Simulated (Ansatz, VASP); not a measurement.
# Two plane-wave programs on BaTiO3

```xyz
5
Lattice="4.0060 0.0000 0.0000 0.0000 4.0060 0.0000 0.0000 0.0000 4.0060" Properties=species:S:1:pos:R:3 pbc="T T T"
Ba    2.0030    2.0030    2.0030
Ti    0.0000    0.0000    0.0000
O     2.0030    0.0000    0.0000
O     0.0000    2.0030    0.0000
O     0.0000    0.0000    2.0030
```

Alike in both runs: task relaxation of cell and atoms; functional PBE; dispersion D3(BJ); k mesh 6 × 6 × 6; occupations gaussian, width 0.02 eV; no spin polarisation; Hubbard terms Ti d U = 4.0 eV.

|  | VASP | Ansatz |
| --- | --- | --- |
| version | VASP 6.6.1 | Ansatz 0.2.0 |
| potentials or method | VASP PAW PBE potentials, release 64 (Ba_sv, Ti_sv, O), cutoff 600 eV | scalar-relativistic, plane waves, PAW |
| valence electrons in the cell | 40 | 40 |

Ansatz gave:

- gap on the k mesh at the Fermi level, each at its own relaxed structure (eV): 2.26
- relaxed volume (Å³/atom): 12.82
- relaxed cell length with the largest relative difference (Å): 4.002

**Question.** Estimate VASP's values.

**Answer.** gap on the k mesh at the Fermi level, each at its own relaxed structure (eV): 2.17; relaxed volume (Å³/atom): 13.08; relaxed cell length with the largest relative difference (Å): 4.029.

The programs project onto different local orbitals, so the same U acts differently, and such runs can settle in different states.

Neither program's run includes spin-orbit coupling.
